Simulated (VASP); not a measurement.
# TiC in VASP: a series of runs

Runs on TiC. Level: PBE. Tasks: single point.

Everything below comes from runs of VASP 6.6.1. Logs are shortened: lines on timing, memory, paths and dates and some standing lists are left out, and cuts for length are marked.

## Step 1: The cell of the first run

Symmetry: Fm-3m, No. 225, cubic system. Conventional cell: a = 4.328 Å, b = 4.328 Å, c = 4.328 Å, α = 90.00°, β = 90.00°, γ = 90.00°. Ti (site symmetry m-3m) has 6 C at 2.16 Å within 2.9 Å. C (site symmetry m-3m) has 6 Ti at 2.16 Å within 2.9 Å.

## Step 2: Single point, PBE

File INCAR:

```
PREC = Accurate ; ENCUT = 520
EDIFF = 1E-6 ; ISMEAR = -1
SIGMA = 0.03 ; LREAL = False
LASPH = True ; NELM = 100
ALGO = Normal ; ISIF = 2
LWAVE = False ; LCHARG = False
GGA = PE ; NBANDS = 15
```

File KPOINTS:

```
regular mesh
0
Gamma
  16 16 16
```

File POSCAR:

```
TiC
1.0
    0.0000000000      2.1640000000      2.1640000000
    2.1640000000      0.0000000000      2.1640000000
    2.1640000000      2.1640000000      0.0000000000
Ti C
1 1
Direct
    0.0000000000      0.0000000000      0.0000000000
    0.5000000000      0.5000000000      0.5000000000
```

Potentials or basis: VASP PAW PBE potentials, release 64 (Ti_sv, C).

On the command line:

```sh
cat potpaw_PBE.64/Ti_sv/POTCAR potpaw_PBE.64/C/POTCAR > POTCAR
mpirun -np 1 vasp_std > vasp.out
```

OUTCAR:

```text
PREC = Accurate
   ENCUT = 520
   EDIFF = 1E-6
   ISMEAR = -1
   LREAL = False
   LASPH = True
   NELM = 100
   ISIF = 2
   GGA = PE

 ion  position               nearest neighbor table
   1  0.000  0.000  0.000-   2 2.16   2 2.16   2 2.16   2 2.16   2 2.16   2 2.16
   2  0.500  0.500  0.500-   1 2.16   1 2.16   1 2.16   1 2.16   1 2.16   1 2.16

  LATTYP: Found a face centered cubic cell.
 ALAT       =     4.3280000000

  Lattice vectors:

 A1 = (   0.0000000000,   2.1640000000,   2.1640000000)
 A2 = (   2.1640000000,   0.0000000000,   2.1640000000)
 A3 = (   2.1640000000,   2.1640000000,   0.0000000000)

Analysis of symmetry for initial positions (statically):
=====================================================================
 Subroutine PRICEL returns:
 Original cell was already a primitive cell.

 Routine SETGRP: Setting up the symmetry group for a
 face centered cubic supercell.

 Subroutine GETGRP returns: Found 48 space group operations
 (whereof 48 operations were pure point group operations)
 out of a pool of 48 trial point group operations.

The static configuration has the point symmetry O_h .

Analysis of symmetry for dynamics (positions and initial velocities):
=====================================================================
 Subroutine PRICEL returns:
 Original cell was already a primitive cell.

 Routine SETGRP: Setting up the symmetry group for a
 face centered cubic supercell.

 Subroutine GETGRP returns: Found 48 space group operations
 (whereof 48 operations were pure point group operations)
 out of a pool of 48 trial point group operations.

The dynamic configuration has the point symmetry O_h .

 Subroutine INISYM returns: Found 48 space group operations
 (whereof 48 operations are pure point group operations),
 and found     1 'primitive' translations

----------------------------------------------------------------------------------------

                                     Primitive cell

  volume of cell :      20.2676

  direct lattice vectors                    reciprocal lattice vectors
     0.000000000  2.164000000  2.164000000    -0.231053604  0.231053604  0.231053604
     2.164000000  0.000000000  2.164000000     0.231053604 -0.231053604  0.231053604
     2.164000000  2.164000000  0.000000000     0.231053604  0.231053604 -0.231053604

  length of vectors
     3.060358149  3.060358149  3.060358149     0.400196582  0.400196582  0.400196582

  position of ions in fractional coordinates (direct lattice)
     0.000000000  0.000000000  0.000000000
     0.500000000  0.500000000  0.500000000

  ion indices of the primitive-cell ions
   primitive index   ion index
                 1           1
                 2           2

----------------------------------------------------------------------------------------

 KPOINTS: regular mesh

Automatic generation of k-mesh.
 Grid dimensions read from file:
 generate k-points for:   16   16   16

 Generating k-lattice:

  Cartesian coordinates                     Fractional coordinates (reciprocal lattice)
    -0.014440850  0.014440850  0.014440850     0.062500000  0.000000000  0.000000000
     0.014440850 -0.014440850  0.014440850     0.000000000  0.062500000  0.000000000
     0.014440850  0.014440850 -0.014440850     0.000000000  0.000000000  0.062500000

  Length of vectors
     0.025012286  0.025012286  0.025012286

  Shift w.r.t. Gamma in fractional coordinates (k-lattice)
     0.000000000  0.000000000  0.000000000

 Subroutine IBZKPT returns following result:
 ===========================================

 Found    145 irreducible k-points:

 Following reciprocal coordinates:
            Coordinates               Weight
  0.000000  0.000000  0.000000      1.000000
  0.062500  0.000000  0.000000      8.000000
  0.125000  0.000000  0.000000      8.000000
  0.187500  0.000000  0.000000      8.000000
  0.250000  0.000000  0.000000      8.000000
  0.312500  0.000000  0.000000      8.000000
[... 16 lines left out ...]
 -0.125000  0.062500  0.000000     24.000000
 -0.062500  0.062500  0.000000     12.000000
 [... further k-points ...]
   k-points           NKPTS =    145   k-points in BZ     NKDIM =    145   number of bands    NBANDS=     15
   number of dos      NEDOS =    301   number of ions     NIONS =      2
   total plane-waves  NPLWV =  13824
   dimension x,y,z NGX =    24 NGY =   24 NGZ =   24
   dimension x,y,z NGXF=    48 NGYF=   48 NGZF=   48
   ions per type =               1   1
   NGX,Y,Z   is equivalent  to a cutoff of  13.04, 13.04, 13.04 a.u.
   NGXF,Y,Z  is equivalent  to a cutoff of  26.07, 26.07, 26.07 a.u.
 SYSTEM =  unknown system
   PREC   = accura    normal or accurate (medium, high low for compatibility)
   ISTART =      0    job   : 0-new  1-cont  2-samecut
   ICHARG =      2    charge: 1-file 2-atom 10-const
   ISPIN  =      1    spin polarized calculation?
   LNONCOLLINEAR =      F non collinear calculations
   LSORBIT =      F    spin-orbit coupling
   LASPH  =      T    aspherical Exc in radial PAW
   ENCUT  =  520.0 eV  38.22 Ry    6.18 a.u.   5.69  5.69  5.69*2*pi/ulx,y,z
   NELM   =    100;   NELMIN=  2; NELMDL= -5     # of ELM steps
   EDIFF  = 0.1E-05   stopping-criterion for ELM
   LREAL  =      F    real-space projection
   EDIFFG = 0.1E-04   stopping-criterion for IOM
   NSW    =      0    number of steps for IOM
   IBRION =     -1    ionic relax: 0-MD 1-quasi-New 2-CG
   NFREE  =      0    steps in history (QN), initial steepest desc. (CG)
   ISIF   =      2    stress and relaxation
   ISYM   =      2    0-nonsym 1-usesym 2-fastsym
   POTIM  = 0.5000    time-step for ionic-motion
   TEBEG  =    0.0;   TEEND  =   0.0 temperature during run
   PSTRESS=    0.0 pullay stress
   NELECT =      16.0000    total number of electrons
   NUPDOWN=      -1.0000    fix difference up-down
   EMIN   =  10.00;   EMAX   =-10.00  energy-range for DOS
   EFERMI =   0.00;   METHOD = LEGACY
   ISMEAR =    -1;   SIGMA  =   0.03  broadening in eV -4-tet -1-fermi 0-gaus
   EFERMI_NEDOS =   21; number of points for ismear=-14 and -15
   IALGO  =     38    algorithm
   IMIX   =      4    mixing-type and parameters
     AMIX     =   0.40;   BMIX     =  1.00
     AMIX_MAG =   1.60;   BMIX_MAG =  1.00
  volume/ion in A,a.u.               =      10.13        68.39
  Fermi-wavevector in a.u.,A,eV,Ry     =   1.513030  2.859212 31.147275  2.289260
  Thomas-Fermi vector in A             =   2.622876
   LORBIT       =      0    0 simple, 1 ext, 2 COOP (PROOUT), +10 PAW based schemes
   GGA     = PE    functional components
   LHFCALC =     F    Hartree Fock is set to
   AEXX    =    0.0000 exact exchange contribution
   IVDW    =     0    specifies the selected vdW correction
   LEPSILON=     F    determine dielectric tensor
   LRPA    =     F    only Hartree local field effects (RPA)
 non-spin polarized calculation
  energy-cutoff  :      520.00
  volume of cell :       20.27
 maximum number of plane-waves:       568
   NGX = 11   NGY = 11   NGZ = 11

 number of electron      16.0000001 magnetization

 Free energy of the ion-electron system (eV)
  ---------------------------------------------------
  ext. energy  EPLUGINS =         0.00000000
  ---------------------------------------------------
  free energy    TOTEN  =       -18.70873423 eV

  energy without entropy =      -18.70738530  energy(sigma->0) =      -18.70805977

 E-fermi :   9.4323     XC(G=0): -12.7102

 val. band max:        9.4149234380   @ k =   0.3125   0.2500   0.0000
 cond. band min:       9.4364662543   @ k =   0.1250   0.1250   0.0000
 fundamental gap:      0.0215428163
 Fermi energy:         9.4322951052

 k-point     1 :       0.0000    0.0000    0.0000
  band No.  band energies     occupation
      1     -47.1411      2.00000
      2     -23.1640      2.00000
      3     -23.1640      2.00000
      4     -23.1640      2.00000
      5      -2.9679      2.00000
      6      10.1351      0.00000
      7      10.1351      0.00000
      8      10.1351      0.00000
      9      11.1204      0.00000
     10      11.1204      0.00000
     11      11.1204      0.00000
     12      11.1586      0.00000
     13      11.1586      0.00000
     14      19.9576      0.00000
     15      23.4821      0.00000

 k-point     2 :       0.0625    0.0000    0.0000
  band No.  band energies     occupation
      1     -47.1384      2.00000
      2     -23.1838      2.00000
      3     -23.1659      2.00000
      4     -23.1659      2.00000
      5      -2.8792      2.00000
      6       9.6896      0.00038
      7       9.9260      0.00000
      8       9.9260      0.00000
      9      10.4697      0.00000
     10      10.4697      0.00000
     11      11.3609      0.00000
     12      12.1478      0.00000
     13      12.1478      0.00000
     14      20.1181      0.00000
     15      23.5193      0.00000

 k-point     3 :       0.1250    0.0000    0.0000
  band No.  band energies     occupation
      1     -47.1304      2.00000
      2     -23.2398      2.00000
      3     -23.1712      2.00000
      4     -23.1712      2.00000
      5      -2.6185      2.00000
      6       8.8104      2.00000
      7       9.1553      1.99980
      8       9.1553      1.99980
      9      10.5518      0.00000
     10      10.5518      0.00000
     11      11.6913      0.00000
     12      13.2125      0.00000
     13      13.2125      0.00000
     14      20.5071      0.00000
     15      23.5428      0.00000

 k-point     4 :       0.1875    0.0000    0.0000
  band No.  band energies     occupation
      1     -47.1186      2.00000
      2     -23.3226      2.00000
      3     -23.1790      2.00000
      4     -23.1790      2.00000
      5      -2.2022      2.00000
      6       7.7801      2.00000
      7       8.3936      2.00000
      8       8.3936      2.00000
      9      10.8362      0.00000
     10      10.8362      0.00000
     11      11.9800      0.00000
     12      14.2769      0.00000
     13      14.2769      0.00000
     14      20.8117      0.00000
     15      23.5273      0.00000
[... 307 lines left out ...]
 k-point    22 :      -0.1875    0.0625    0.0000
  band No.  band energies     occupation
      1     -47.1120      2.00000
      2     -23.3573      2.00000
      3     -23.2017      2.00000
      4     -23.1754      2.00000
      5      -1.9698      2.00000
      6       7.3127      2.00000
      7       7.9640      2.00000
      8       8.2294      2.00000
      9      10.7558      0.00000
     10      11.2464      0.00000
     11      12.2443      0.00000
     12      14.0312      0.00000
     13      15.2069      0.00000
     14      20.9422      0.00000
     15      23.5200      0.00000

 k-point    23 :      -0.1250    0.0625    0.0000
  band No.  band energies     occupation
      1     -47.1246      2.00000
      2     -23.2723      2.00000
      3     -23.1896      2.00000
      4     -23.1686      2.00000
      5      -2.4244      2.00000
      6       8.3195      2.00000
      7       8.6420      2.00000
      8       8.8539      2.00000
      9      10.4430      0.00000
     10      10.9923      0.00000
     11      12.0024      0.00000
     12      13.0609      0.00000
     13      14.1815      0.00000
     14      20.7685      0.00000
     15      23.5261      0.00000

 k-point    24 :      -0.0625    0.0625    0.0000
  band No.  band energies     occupation
      1     -47.1339      2.00000
      2     -23.2111      2.00000
      3     -23.1771      2.00000
      4     -23.1652      2.00000
      5      -2.7341      2.00000
      6       9.2220      1.99819
      7       9.4080      1.38355
      8       9.4146      1.28673
      9      10.2462      0.00000
     10      10.8233      0.00000
     11      11.7118      0.00000
     12      12.2718      0.00000
     13      13.1354      0.00000
     14      20.3646      0.00000
     15      23.5546      0.00000

 [... further k-points ...]

------------------------ aborting loop because EDIFF is reached ----------------------------------------

  FORCE on cell =-STRESS in cart. coord.  units (eV):
  Direction    XX          YY          ZZ          XY          YZ          ZX
  --------------------------------------------------------------------------------------
  -------------------------------------------------------------------------------------
  Total        0.1329280      0.1329280      0.1329280      0.0000000      0.0000000      0.0000000
  in kB       10.5081244     10.5081244     10.5081244      0.0000000      0.0000000      0.0000000
  external PRESSURE =      10.5081244 kB  Pullay stress =       0.0000000 kB

 VOLUME and BASIS-vectors are now :
 -----------------------------------------------------------------------------
  energy-cutoff  :      520.00
  volume of cell :       20.27
      direct lattice vectors                 reciprocal lattice vectors
     0.000000000  2.164000000  2.164000000    -0.231053604  0.231053604  0.231053604
     2.164000000  0.000000000  2.164000000     0.231053604 -0.231053604  0.231053604
     2.164000000  2.164000000  0.000000000     0.231053604  0.231053604 -0.231053604

 POSITION                                       TOTAL-FORCE (eV/Angst)
 -----------------------------------------------------------------------------------
      0.00000      0.00000      0.00000         0.000000      0.000000     -0.000000
      2.16400      2.16400      2.16400        -0.000000     -0.000000      0.000000
 -----------------------------------------------------------------------------------
    total drift:                                0.000000     -0.000000     -0.000000

  FREE ENERGIE OF THE ION-ELECTRON SYSTEM (eV)
  ---------------------------------------------------
  free  energy   TOTEN  =       -18.7087342289 eV

  energy  without entropy=      -18.7073853043  energy(sigma->0) =      -18.70805977
```

It took 25 s on 1 thread of Intel Xeon Platinum 8259CL at 2.50GHz (Skylake/Cascade Lake), shared host; peak memory 0.17 GiB.

Results:

```yaml
Free_energy: -18.7087 eV
Pressure: 1.1 GPa
Band_gap_on_the_k_mesh: zero (band 8 reaches 10.14 eV, above the bottom of band 9 at 9.04 eV)
```

Levels at points of the mesh, in eV from the Fermi level:
| k point | band 5 | band 6 | band 7 | band 8 | band 9 | band 10 | band 11 | band 12 |
| --- | --- | --- | --- | --- | --- | --- | --- | --- |
| (0.00, 0.00, 0.00) | -12.40 | 0.70 | 0.70 | 0.70 | 1.69 | 1.69 | 1.69 | 1.73 |
| (0.50, 0.00, 0.00) | -8.91 | -5.84 | -2.89 | -2.89 | 2.93 | 2.93 | 4.12 | 8.18 |
| (0.50, 0.50, 0.00) | -10.12 | -3.42 | -1.61 | -0.03 | -0.03 | 2.72 | 3.53 | 3.53 |

## Step 3: Single point, PBE (volume scaled by 1.03)

File INCAR:

```
SYSTEM = TiC
PREC = Accurate
ENCUT = 520
EDIFF = 1E-6
ISMEAR = -1
SIGMA = 0.03
LREAL = .False.
LASPH = .True.
NELM = 100
ALGO = Normal
ISIF = 2
LWAVE = .False.
LCHARG = .False.
GGA = PE
NBANDS = 15
```

File KPOINTS:

```
regular mesh
0
Gamma
  16 16 16
  0 0 0
```

File POSCAR:

```
TiC
1.0
    0.0000000000      2.1854271361      2.1854271361
    2.1854271361      0.0000000000      2.1854271361
    2.1854271361      2.1854271361      0.0000000000
Ti C
1 1
Direct
    0.0000000000      0.0000000000      0.0000000000
    0.5000000000      0.5000000000      0.5000000000
```

Potentials or basis: VASP PAW PBE potentials, release 64 (Ti_sv, C).

On the command line:

```sh
cat potpaw_PBE.64/Ti_sv/POTCAR potpaw_PBE.64/C/POTCAR > POTCAR
mpirun -np 1 vasp_std > vasp.out
```

It took 26 s on 1 thread of Intel Xeon Platinum 8259CL at 2.50GHz (Skylake/Cascade Lake), shared host; peak memory 0.17 GiB.

The run converged. Its results:

* Free energy: -18.6994 eV
* Pressure: -6.0 GPa
* Band gap on the k mesh: zero (band 8 reaches 9.78 eV, above the bottom of band 9 at 8.70 eV)

Levels at points of the mesh, in eV from the Fermi level:
```
           k point  band 4  band 5  band 6  band 7  band 8  band 9  band 10  band 11  band 12  band 13
(0.00, 0.00, 0.00)  -32.70  -12.26    0.69    0.69    0.69    1.65     1.65     1.65     1.66     1.66
(0.50, 0.00, 0.00)  -32.74   -8.91   -5.71   -2.80   -2.80    2.81     2.81     3.95     7.90     7.90
(0.50, 0.50, 0.00)  -32.85  -10.00   -3.40   -1.53   -0.05   -0.05     2.61     3.39     3.39     5.55
```

## Step 4: Single point, PBE (volume scaled by 1.06)

File INCAR:

```
SYSTEM = TiC
  PREC = Accurate
  ENCUT = 520
  EDIFF = 1E-6
  ISMEAR = -1
  SIGMA = 0.03
  LREAL = .False.
  LASPH = .True.
  NELM = 100
  ALGO = Normal
  ISIF = 2
  LWAVE = .False.
  LCHARG = .False.
  GGA = PE
  NBANDS = 15
```

File KPOINTS:

```
Automatic mesh
0
Gamma
  16 16 16
  0 0 0
```

File POSCAR:

```
TiC
1.0
    0.0000000000      2.2064421477      2.2064421477
    2.2064421477      0.0000000000      2.2064421477
    2.2064421477      2.2064421477      0.0000000000
Ti C
1 1
Direct
    0.0000000000      0.0000000000      0.0000000000
    0.5000000000      0.5000000000      0.5000000000
```

On the command line:

```sh
cat potpaw_PBE.64/Ti_sv/POTCAR potpaw_PBE.64/C/POTCAR > POTCAR
mpirun -np 1 vasp_std > vasp.out
```

Run time: 37 s. Hardware: 1 thread of Intel Xeon Platinum 8259CL at 2.50GHz (Skylake/Cascade Lake), shared host; peak memory 0.17 GiB.

Results (log left out):

```yaml
Free_energy: -18.6652 eV
Pressure: -12.1 GPa
Band_gap_on_the_k_mesh: zero (band 8 reaches 9.44 eV, above the bottom of band 9 at 8.38 eV)
```

Levels at points of the mesh, in eV from the Fermi level:
```tsv
k point	band 6	band 7	band 8	band 9	band 10	band 11
(0.00, 0.00, 0.00)	0.67	0.67	0.67	1.60	1.60	1.61
(0.50, 0.00, 0.00)	-5.58	-2.72	-2.72	2.70	2.70	3.79
(0.50, 0.50, 0.00)	-3.37	-1.45	-0.07	-0.07	2.51	3.25
```

## Step 5: Single point, PBE (x and y stretched by -1 %, z held)

File INCAR:

```
SYSTEM = TiC
ALGO     = Normal         ! electronic algorithm
EDIFF    = 1E-7           ! SCF threshold, eV
ENCUT    = 520            ! plane-wave cutoff, eV
GGA      = PE             ! functional
ISIF     = 2              ! what is computed and relaxed
ISMEAR   = -1             ! smearing method
LASPH    = .TRUE.         ! aspherical terms in the spheres
LCHARG   = .FALSE.        ! write CHGCAR
LREAL    = .FALSE.        ! projectors in reciprocal space
LWAVE    = .FALSE.        ! write WAVECAR
NBANDS   = 15             ! bands
NELM     = 80             ! most SCF steps
PREC     = Accurate       ! precision mode
SIGMA    = 0.03           ! smearing width, eV
```

File KPOINTS:

```
k-points
0
G
  16 16 16
  0 0 0
```

File POSCAR:

```
TiC
1.0
    0.0000000000      2.1423600000      2.1640000000
    2.1423600000      0.0000000000      2.1640000000
    2.1423600000      2.1423600000      0.0000000000
Ti C
1 1
Direct
    0.0000000000      0.0000000000      0.0000000000
    0.5000000000      0.5000000000      0.5000000000
```

On the command line:

```sh
cat potpaw_PBE.64/Ti_sv/POTCAR potpaw_PBE.64/C/POTCAR > POTCAR
mpirun -np 1 vasp_std > vasp.out
```

Wall time 42 s (1 thread of Intel Xeon 6975P-C (Granite Rapids), shared host); peak memory 0.22 GiB.

Results (log left out):

| Quantity | Value |
| --- | --- |
| Free energy | -18.6976 eV |
| Pressure | 6.4 GPa |
| Band gap on the k mesh | zero (band 8 reaches 10.41 eV, above the bottom of band 9 at 9.24 eV) |

Stress tensor (GPa, compression positive):
```
7.78 0.00 0.00
0.00 7.78 0.00
0.00 0.00 3.68
```

Levels at points of the mesh, in eV from the Fermi level:
| k point | band 5 | band 6 | band 7 | band 8 | band 9 | band 10 | band 11 | band 12 |
| --- | --- | --- | --- | --- | --- | --- | --- | --- |
| (0.00, 0.00, 0.00) | -12.49 | 0.66 | 0.74 | 0.74 | 1.69 | 1.73 | 1.73 | 1.73 |
| (0.50, 0.00, 0.00) | -8.91 | -5.93 | -2.97 | -2.95 | 2.99 | 3.04 | 4.24 | 8.30 |
| (0.50, 0.50, 0.00) | -10.21 | -3.51 | -1.66 | 0.04 | 0.04 | 2.80 | 3.63 | 3.63 |
| (0.50, 0.00, 0.50) | -10.19 | -3.40 | -1.68 | -0.04 | -0.03 | 2.80 | 3.60 | 3.67 |

Caveat: the cell differs from its parent crystal (x and y stretched by -1 %, z held).

## Step 6: Overview

| cell | gap on the mesh (eV) | pressure (GPa) |
| --- | --- | --- |
| a = 3.060 Å, angles 60.0°, 2 atoms | none | 1.1 |
| a = 3.091 Å, angles 60.0°, 2 atoms | none | -6.0 |
| a = 3.120 Å, angles 60.0°, 2 atoms | none | -12.1 |
| a = 3.045, b = 3.045, c = 3.030 Å, angles 60.2, 60.2, 59.7°, 2 atoms | none | 6.4 |

Alike in all rows: task single point; level PBE; potentials or basis VASP PAW PBE potentials, release 64 (Ti_sv, C); no spin polarisation; k mesh 16 × 16 × 16; cutoff (eV) 520; smearing fermi-dirac 0.03 eV.

Absolute energies hang on the potentials; compare differences alone.
